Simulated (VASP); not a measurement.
**BaHfO3: single point with PBEsol**

BaHfO3:

```
Ba Hf O
1.0
     4.15812    0.00000    0.00000
     0.00000    4.15812    0.00000
     0.00000    0.00000    4.15812
Ba Hf O
1 1 3
Direct
  0.00000 0.00000 0.00000
  0.50000 0.50000 0.50000
  0.50000 0.50000 0.00000
  0.00000 0.50000 0.50000
  0.50000 0.00000 0.50000
```

```json
{
 "Program": "VASP 6.6.1",
 "Task": "single point",
 "Functional": "PBEsol",
 "Potentials or basis": "VASP PAW PBE potentials, release 64 (Ba_sv, Hf_pv, O)",
 "Cutoff": "600 eV",
 "k mesh": "6 × 6 × 6",
 "Occupations": "gaussian, width 0.02 eV",
 "Spin": "no spin polarisation",
 "Dipole correction": "no",
 "Further INCAR settings": "ALGO = Normal; EDIFF = 1e-06; NBANDS = 27"
}
```

- Pressure: -0.6 GPa
- Band gap on the k mesh: 3.50 eV (least direct gap 3.70 eV)

Levels at points of the mesh, in eV from the valence-band top:
| k point | band 16 | band 17 | band 18 | band 19 | band 20 | band 21 | band 22 | band 23 |
| --- | --- | --- | --- | --- | --- | --- | --- | --- |
| (0.00, 0.00, 0.00) | -1.01 | -0.20 | -0.20 | -0.20 | 3.50 | 3.50 | 3.50 | 4.60 |
| (0.50, 0.00, 0.00) | -1.76 | -1.76 | -0.51 | -0.51 | 4.08 | 6.38 | 6.38 | 6.47 |
| (0.50, 0.50, 0.00) | -1.00 | -0.93 | -0.93 | -0.08 | 6.27 | 6.27 | 6.61 | 6.91 |
| (0.50, 0.50, 0.50) | -2.54 | 0.00 | 0.00 | 0.00 | 6.00 | 6.00 | 6.00 | 7.89 |

Wall time 24 s on 1 thread of Intel(R) Xeon(R) 6975P-C (Granite Rapids) (shared host), peak memory 0.23 GiB.

Caveat: the PAW data sets were made with another functional, which shifts forces and pressure a little; spin-orbit coupling is left out, which moves the levels of the heavy elements. A k mesh can miss the band edges.
